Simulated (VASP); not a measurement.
# Ti3SiN3 in VASP: relaxation of the atoms with PBE

Aim: the relaxation of the atoms of Ti3SiN3 with PBE.

All numbers are computed with VASP 6.6.1; they aren't measurements. Logs are shortened: lines on timing, memory, paths and dates and some standing lists are left out, and cuts for length are marked.

## (1) The cell of the first run

The cell holds a slab with vacuum, 7 atoms: a = 3.003 Å, b = 3.003 Å, c = 21.554 Å, α = 90.00°, β = 90.00°, γ = 120.00°.

## (2) Relaxation of the atoms, PBE

INCAR

```
ALGO     = Fast           # electronic algorithm
DIPOL    = 0.5 0.5 0.363
EDIFF    = 1E-6           # SCF threshold, eV
EDIFFG   = -0.025         # ionic threshold
ENCUT    = 520            # plane-wave cutoff, eV
GGA      = PE             # functional
IBRION   = 2              # ionic algorithm
IDIPOL   = 3            
ISIF     = 2              # what is computed and relaxed
ISMEAR   = 0              # smearing method
LASPH    = True           # aspherical terms in the spheres
LCHARG   = False          # write CHGCAR
LDIPOL   = True         
LREAL    = False          # projectors in reciprocal space
LWAVE    = False          # write WAVECAR
NELM     = 100            # most SCF steps
NSW      = 36             # ionic steps
PREC     = Accurate       # precision mode
SIGMA    = 0.1            # smearing width, eV
```

KPOINTS

```
k-points
0
Gamma
  9 9 1
```

POSCAR

```
Ti3SiN3
1.0
    3.0028555065      0.0000000000      0.0000000000
   -1.5014277533      2.6005491526      0.0000000000
    0.0000000000      0.0000000000     21.5541471922
N Ti Si
3 3 1
Selective dynamics
Direct
    0.3333333333      0.6666666667      0.1855791354  F F F
    0.0000000000      0.0000000000      0.2993308525  F F F
    0.6666666667      0.3333333333      0.4147299352  F F F
    0.6666666667      0.3333333333      0.2424549940  F F F
    0.3333333333      0.6666666667      0.3575097830  F F F
    0.0000000000      0.0000000000      0.4664599858  F F F
    0.3333333333      0.1666666667      0.5775080005  F F T
```

Potentials or basis: VASP PAW PBE potentials, release 64 (N, Ti_sv, Si).

Launch:

```sh
cat potpaw_PBE.64/N/POTCAR potpaw_PBE.64/Ti_sv/POTCAR potpaw_PBE.64/Si/POTCAR > POTCAR
mpirun -np 1 vasp_std > vasp.out
```

OUTCAR:

```text
EDIFF = 1E-6
   EDIFFG = -0.025
   ENCUT = 520
   GGA = PE
   IBRION = 2
   ISIF = 2
   ISMEAR = 0
   LASPH = True
   LREAL = False
   NELM = 100
   NSW = 36
   PREC = Accurate

 ion  position               nearest neighbor table
   1  0.333  0.667  0.186-   4 2.12   4 2.12   4 2.12
   2  0.000  0.000  0.299-   4 2.12   4 2.12   4 2.12   5 2.14   5 2.14   5 2.14
   3  0.667  0.333  0.415-   6 2.06   6 2.06   6 2.06   5 2.13   5 2.13   5 2.13
   4  0.667  0.333  0.242-   2 2.12   2 2.12   2 2.12   1 2.12   1 2.12   1 2.12
   5  0.333  0.667  0.358-   3 2.13   3 2.13   3 2.13   2 2.14   2 2.14   2 2.14   6 2.92   6 2.92
                             6 2.92
   6  0.000  0.000  0.466-   3 2.06   3 2.06   3 2.06   7 2.55   5 2.92   5 2.92   5 2.92
   7  0.333  0.167  0.578-   6 2.55

  LATTYP: Found a hexagonal cell.
 ALAT       =     3.0028555065
 C/A-ratio  =     7.1778835663

  Lattice vectors:

 A1 = (   3.0028555065,   0.0000000000,   0.0000000000)
 A2 = (  -1.5014277533,   2.6005491526,   0.0000000000)
 A3 = (   0.0000000000,   0.0000000000,  21.5541471922)

Analysis of symmetry for initial positions (statically):
=====================================================================
 Subroutine PRICEL returns:
 Original cell was already a primitive cell.

 Routine SETGRP: Setting up the symmetry group for a
 hexagonal supercell.

 Subroutine GETGRP returns: Found  2 space group operations
 (whereof  2 operations were pure point group operations)
 out of a pool of 24 trial point group operations.

The static configuration has the point symmetry C_1h.

Analysis of symmetry for dynamics (positions and initial velocities):
=====================================================================
 Subroutine PRICEL returns:
 Original cell was already a primitive cell.

 Routine SETGRP: Setting up the symmetry group for a
 hexagonal supercell.

 Subroutine GETGRP returns: Found  2 space group operations
 (whereof  2 operations were pure point group operations)
 out of a pool of 24 trial point group operations.

The dynamic configuration has the point symmetry C_1h.

Analysis of constrained symmetry for selective dynamics:
=====================================================================
 Subroutine PRICEL returns:
 Original cell was already a primitive cell.

 Routine SETGRP: Setting up the symmetry group for a
 hexagonal supercell.
[... 128 lines left out ...]
   EFERMI =   0.00;   METHOD = LEGACY
   ISMEAR =     0;   SIGMA  =   0.10  broadening in eV -4-tet -1-fermi 0-gaus
   EFERMI_NEDOS =   21; number of points for ismear=-14 and -15
   IALGO  =     68    algorithm
   IMIX   =      4    mixing-type and parameters
     AMIX     =   0.40;   BMIX     =  1.00
     AMIX_MAG =   1.60;   BMIX_MAG =  1.00
  volume/ion in A,a.u.               =      24.05       162.27
  Fermi-wavevector in a.u.,A,eV,Ry     =   1.127593  2.130841 17.299337  1.271465
  Thomas-Fermi vector in A             =   2.264279
   LORBIT       =      0    0 simple, 1 ext, 2 COOP (PROOUT), +10 PAW based schemes
   GGA     = PE    functional components
   LHFCALC =     F    Hartree Fock is set to
   AEXX    =    0.0000 exact exchange contribution
   IVDW    =     0    specifies the selected vdW correction
   LEPSILON=     F    determine dielectric tensor
   LRPA    =     F    only Hartree local field effects (RPA)
 conjugate gradient relaxation of ions
 non-spin polarized calculation
 RMM-DIIS sequential band-by-band and
 Gauss-broadening in eV      SIGMA  =   0.10
  energy-cutoff  :      520.00
  volume of cell :      168.32
 maximum number of plane-waves:      4581
   NGX = 11   NGY = 11   NGZ = 81

 dipolmoment           0.000000      0.000000      0.641670 electrons x Angstroem

--------------------------------------- Ionic step        1  -------------------------------------------

 number of electron      55.0000014 magnetization

 Free energy of the ion-electron system (eV)
  ---------------------------------------------------
  ext. energy  EPLUGINS =         0.00000000
  ---------------------------------------------------
  free energy    TOTEN  =       -59.75743683 eV

  energy without entropy =      -59.73821751  energy(sigma->0) =      -59.74782717

------------------------ aborting loop because EDIFF is reached ----------------------------------------

  FORCE on cell =-STRESS in cart. coord.  units (eV):
  Direction    XX          YY          ZZ          XY          YZ          ZX
  --------------------------------------------------------------------------------------
  -------------------------------------------------------------------------------------
  Total       -2.9851291     -3.3502745     -3.1928366      0.3162252      0.7332509      1.2700281
  in kB      -28.4147180    -31.8904484    -30.3918356      3.0100708      6.9796375     12.0890888
  external PRESSURE =     -30.2323340 kB  Pullay stress =       0.0000000 kB
[... 151 lines left out ...]
--------------------------------------- Ionic step        5  -------------------------------------------

 number of electron      55.0000013 magnetization

 dipolmoment           0.000000      0.000000     -0.129946 electrons x Angstroem

 Free energy of the ion-electron system (eV)
  ---------------------------------------------------
  ext. energy  EPLUGINS =         0.00000000
  ---------------------------------------------------
  free energy    TOTEN  =       -59.75853813 eV

  energy without entropy =      -59.73969437  energy(sigma->0) =      -59.74911625

 E-fermi :   0.5815     XC(G=0):  -6.4512

 val. band max:        0.5438798700   @ k =   0.3333   0.3333   0.0000
 cond. band min:       0.6096985017   @ k =   0.0000   0.1111   0.0000
 fundamental gap:      0.0658186317
 Fermi energy:         0.5814793316

 k-point     1 :       0.0000    0.0000    0.0000
  band No.  band energies     occupation
      1     -57.0085      2.00000
      2     -56.4412      2.00000
      3     -55.9494      2.00000
      4     -33.4260      2.00000
      5     -33.0665      2.00000
      6     -33.0654      2.00000
[... 853 lines left out ...]
     32       2.4766      0.00000
     33       2.7315      0.00000

 [... further k-points ...]

------------------------ aborting loop because EDIFF is reached ----------------------------------------

 vacuum level on the upper side and lower side of the slab       (xc-potential included)        -1.583         1.453

  FORCE on cell =-STRESS in cart. coord.  units (eV):
  Direction    XX          YY          ZZ          XY          YZ          ZX
  --------------------------------------------------------------------------------------
  -------------------------------------------------------------------------------------
  Total       -2.9371875     -3.3202305     -2.9204748      0.3317250      0.7632810      1.3220417
  in kB      -27.9583741    -31.6044674    -27.7992895      3.1576094      7.2654864     12.5841936
  external PRESSURE =     -29.1207103 kB  Pullay stress =       0.0000000 kB
[... 22 lines left out ...]
  FREE ENERGIE OF THE ION-ELECTRON SYSTEM (eV)
  ---------------------------------------------------
  free  energy   TOTEN  =       -59.7585381326 eV

  energy  without entropy=      -59.7396943730  energy(sigma->0) =      -59.74911625

 reached required accuracy - stopping structural energy minimisation

 vacuum level on the upper side and lower side of the slab         5.713         8.828
```

It took 15 min on 1 thread of Oxide Virtual Turin-like, shared host; peak memory 0.34 GiB.

What came out:

```
Free energy               : -59.7585 eV
Energy gained by relaxing : 0.2 meV/atom
Ionic steps               : 5
Band gap on the k mesh    : zero (an odd number of electrons rules out a gap without spin polarisation)
```

Step by step:
```csv
step,energy change (eV),largest force on free atoms (eV/Å),pressure (GPa)
1,0.0000,0.1053,-3.02
2,-0.0005,0.0804,-3.02
3,-0.0009,0.0421,-2.96
4,-0.0010,0.0343,-2.88
5,-0.0011,0.0023,-2.91
```

Final structure:
```
N Ti Si
1.0
     3.00286    0.00000    0.00000
    -1.50143    2.60055    0.00000
     0.00000    0.00000   21.55415
N Ti Si
3 3 1
Direct
  0.33333 0.66667 0.18558
  0.00000 0.00000 0.29933
  0.66667 0.33333 0.41473
  0.66667 0.33333 0.24246
  0.33333 0.66667 0.35751
  0.00000 0.00000 0.46646
  0.33333 0.16667 0.57658
```

Levels at points of the mesh, in eV from the Fermi level:
```
           k point  band 25  band 26  band 27  band 28  band 29  band 30  band 31  band 32
(0.00, 0.00, 0.00)    -0.26    -0.26     0.31     0.31     0.46     1.52     1.53     1.76
```

The gap in the log of VASP goes by the Fermi energy; the results here count the filled bands.